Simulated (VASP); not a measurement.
Wanted: the native input for a VASP 6.6.1 run.

* Task: single point
* Functional: LDA
* Potentials or basis: VASP PAW LDA potentials, release 64 (Sn_d, O)
* Cutoff: 520 eV
* k mesh: 8 × 8 × 8
* Occupations: fermi-dirac, width 0.05 eV
* Spin: no spin polarisation
* Dipole correction: no
* Further INCAR settings: ALGO = Normal; EDIFF = 1e-06; NBANDS = 20

The structure of SnO2 lies in POSCAR:

```
SnO2
1.0
    1.6040045060      0.9260724333      4.0821318112
   -1.6040045060      0.9260724333      4.0821318112
    0.0000000000     -1.8521448667      4.0821318112
Sn O
1 2
Direct
    0.5000000000      0.5000000000      0.5000000000
    0.7548105465      0.7548105465      0.7548105465
    0.2451894535      0.2451894535      0.2451894535
```

One way to write it, as run:

INCAR

```
  PREC = Accurate
  ENCUT = 520
  EDIFF = 1E-6
  ISMEAR = -1
  SIGMA = 0.05
  LREAL = False
  LASPH = True
  NELM = 60
  ALGO = Normal
  ISIF = 2
  LWAVE = False
  LCHARG = True
  LELF = True
  LVHAR = True
  NBANDS = 20
```

KPOINTS

```
regular mesh
0
Gamma
  8 8 8
```

Potentials or basis: VASP PAW LDA potentials, release 64 (Sn_d, O).

Run with:

```bash
$ cat potpaw_LDA.64/Sn_d/POTCAR potpaw_LDA.64/O/POTCAR > POTCAR
$ mpirun -np 1 vasp_std > vasp.out
```

It gave:

The pressure is 0.9 GPa, the largest force is 0.060 eV/Å and the band gap on the k mesh is 1.56 eV.

Caveat: spin-orbit coupling is left out, which moves the levels of the heavy elements.

Run time: 71 s on 1 thread of Intel(R) Xeon(R) 6975P-C (Granite Rapids), on a shared host, peak memory 0.19 GiB.
